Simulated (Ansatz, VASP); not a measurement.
# Two plane-wave programs on SrO

Contents of INCAR:

```
SYSTEM = SrO
  PREC = Accurate
  ENCUT = 600
  EDIFF = 1E-7
  ISMEAR = 0
  SIGMA = 0.02
  LREAL = .False.
  LASPH = .True.
  NELM = 80
  ALGO = Normal
  ISIF = 3
  LWAVE = .False.
  LCHARG = .False.
  GGA = PE
  IBRION = 2
  NSW = 100
  EDIFFG = -0.005
```

File KPOINTS:

```
regular mesh
0
Gamma
  6 6 6
  0 0 0
```

File POSCAR:

```
SrO
1.0
    4.2754662656      0.0000000000      0.0000000000
   -2.1377331328      3.7026623990      0.0000000000
    0.0000000000      0.0000000000      5.1555949900
Sr O
2 2
Direct
    0.3333333300      0.6666666700      0.9381277000
    0.6666666700      0.3333333300      0.4381277000
    0.3333333300      0.6666666700      0.4368723000
    0.6666666700      0.3333333300      0.9368723000
```

Input for Ansatz:

```yaml
crystal:
  lattice:
    - [4.2754662656, 0.0, 0.0]
    - [-2.1377331328, 3.702662399, 0.0]
    - [0.0, 0.0, 5.15559499]
  atoms:
    - { symbol: Sr, position: [0.33333333, 0.66666667, 0.9381277] }
    - { symbol: Sr, position: [0.66666667, 0.33333333, 0.4381277] }
    - { symbol: O, position: [0.33333333, 0.66666667, 0.4368723] }
    - { symbol: O, position: [0.66666667, 0.33333333, 0.9368723] }
basis:
  ecutwfc: 420
kpoints:
  mp_grid: { grid: [6, 6, 6] }
hamiltonian:
  xc: pbe
scf:
  occupations: { method: gaussian, width: 0.02 }
output:
  forces: true
  stress: true
  eigenvalues: true
  write_density: true
  write_potential: true
  elf: true
  volumetric_format: npy
relax:
  adjacent_minimum: "off"
  f_tol: 0.005
  max_steps: 80
  cell: { stress_tol: 0.05 }
```

Alike in both runs: task relaxation of cell and atoms; functional PBE; k mesh 6 × 6 × 6; occupations gaussian, width 0.02 eV; no spin polarisation.

|  | VASP | Ansatz |
| --- | --- | --- |
| version | VASP 6.6.1 | Ansatz 0.2.0 |
| potentials or method | VASP PAW PBE potentials, release 64 (Sr_sv, O), cutoff 600 eV | scalar-relativistic, plane waves, PAW |
| valence electrons in the cell | 32 | 32 |

VASP gave:

- gap on the k mesh at the Fermi level, each at its own relaxed structure (eV): 2.58
- relaxed volume (Å³/atom): 20.76
- relaxed cell length with the largest relative difference (Å): 4.298

Task: Which values does Ansatz return?

Result: gap on the k mesh at the Fermi level, each at its own relaxed structure (eV): 2.61; relaxed volume (Å³/atom): 20.66; relaxed cell length with the largest relative difference (Å): 4.290.
